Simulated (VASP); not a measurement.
A run of VASP 6.6.1 is set up as follows.

Contents of INCAR:

```
SYSTEM = BiTe
PREC     = Accurate       ! precision mode
ENCUT    = 520            ! plane-wave cutoff, eV
EDIFF    = 1E-7           ! SCF threshold, eV
ISMEAR   = 0              ! smearing method
SIGMA    = 0.05           ! smearing width, eV
LREAL    = .False.        ! projectors in reciprocal space
LASPH    = .True.         ! aspherical terms in the spheres
NELM     = 150            ! most SCF steps
ALGO     = Normal         ! electronic algorithm
ISIF     = 2              ! what is computed and relaxed
LWAVE    = .False.        ! write WAVECAR
LCHARG   = .False.        ! write CHGCAR
LNONCOLLINEAR= .True.         ! non-collinear magnetism
MAGMOM   = 0 0 0 0 0 0 0 0 0 0 0 0 ! initial moments
LORBIT   = 11             ! projections on sites
LSORBIT  = .True.         ! spin-orbit coupling
GGA_COMPAT= .False.      
LORBMOM  = .True.       
GGA      = PE             ! functional
NBANDS   = 56             ! bands
KPAR     = 4
```

KPOINTS

```
Automatic mesh
0
Gamma
  6 6 8
  0 0 0
```

File POSCAR:

```
BiTe
1.0
    5.6167168829      0.0000000000      0.0000000000
    0.0000000000      5.6167168829      0.0000000000
    0.0000000000      0.0000000000      4.1573585344
Bi Te
2 2
Direct
    0.5000000000      0.0000000000      0.3493954278
    0.0000000000      0.5000000000      0.6506045722
    0.0000000000      0.0000000000      0.0000000000
    0.5000000000      0.5000000000      0.0000000000
```

Potentials or basis: VASP PAW PBE potentials, release 64 (Bi_d, Te).

Command:

```bash
$ cat potpaw_PBE.64/Bi_d/POTCAR potpaw_PBE.64/Te/POTCAR > POTCAR
$ mpirun -np 4 vasp_ncl > vasp.out
```

Task: Estimate the net moment.

Result: 0.00 μB per cell.

Task: Predict the largest force.

Result: 0.102 eV/Å.

Stress tensor (GPa, compression positive):
```
1.07 0.00 0.00
0.00 1.07 0.00
0.00 0.00 0.78
```
